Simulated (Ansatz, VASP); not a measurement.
## Si2Mo: VASP beside Ansatz

File INCAR:

```
SYSTEM = Si2Mo
PREC = Accurate ; ENCUT = 600
EDIFF = 1E-6 ; ISMEAR = 0
SIGMA = 0.1 ; LREAL = .False.
LASPH = .True. ; NELM = 80
ALGO = Normal ; ISIF = 3
LWAVE = .False. ; LCHARG = .False.
GGA = PS ; IBRION = 2
NSW = 100 ; EDIFFG = -0.002
LUSENCCL = .False.
```

Contents of KPOINTS:

```
Automatic mesh
0
Gamma
  18 18 18
  0 0 0
```

The input POSCAR:

```
Si2Mo
1.0
   -1.6021322800      1.6021322800      3.9080959800
    1.6021322800     -1.6021322800      3.9080959800
    1.6021322800      1.6021322800     -3.9080959800
Si Mo
2 1
Direct
    0.6645706300      0.6645706300      0.0000000000
    0.3354293700      0.3354293700      0.0000000000
    0.0000000000      0.0000000000      0.0000000000
```

Input for Ansatz:

```yaml
crystal:
  lattice:
    - [-1.60213228, 1.60213228, 3.90809598]
    - [1.60213228, -1.60213228, 3.90809598]
    - [1.60213228, 1.60213228, -3.90809598]
  atoms:
    - { symbol: Si, position: [0.66457063, 0.66457063, 0.0] }
    - { symbol: Si, position: [0.33542937, 0.33542937, 0.0] }
    - { symbol: Mo, position: [0.0, 0.0, 0.0] }
basis:
  ecutwfc: 420
kpoints:
  mp_grid: { grid: [18, 18, 18] }
hamiltonian:
  xc: pbesol
  pseudopotentials: { kind: paw, azcp: { folder: soft_1 } }
scf:
  occupations: { method: gaussian, width: 0.1 }
output:
  forces: true
  stress: true
  eigenvalues: true
relax:
  adjacent_minimum: "off"
  f_tol: 0.002
  max_steps: 80
  cell: { stress_tol: 0.02 }
```

Alike in both runs: task relaxation of cell and atoms; functional PBEsol; k mesh 18 × 18 × 18; occupations gaussian, width 0.1 eV; no spin polarisation.

|  | VASP | Ansatz |
| --- | --- | --- |
| version | VASP 6.6.1 | Ansatz 0.2.0 |
| potentials or method | VASP PAW PBE potentials, release 64 (Si, Mo_sv), cutoff 600 eV | scalar-relativistic, plane waves, PAW |
| valence electrons in the cell | 22 | 22 |

|  | VASP | Ansatz | Ansatz less VASP |
| --- | --- | --- | --- |
| gap on the k mesh at the Fermi level, each at its own relaxed structure (eV) | none | none | - |
| relaxed volume (Å³/atom) | 13.29 | 13.27 | -0.019 |
| relaxed length of the cell vector where the two differ most in proportion (Å) | 4.517 | 4.515 | -0.0020 |

VASP's potentials were made for PBE, not for PBEsol, and Ansatz warns of the same on its side. A gap of «none» marks a metal or a gap that the smearing closes.
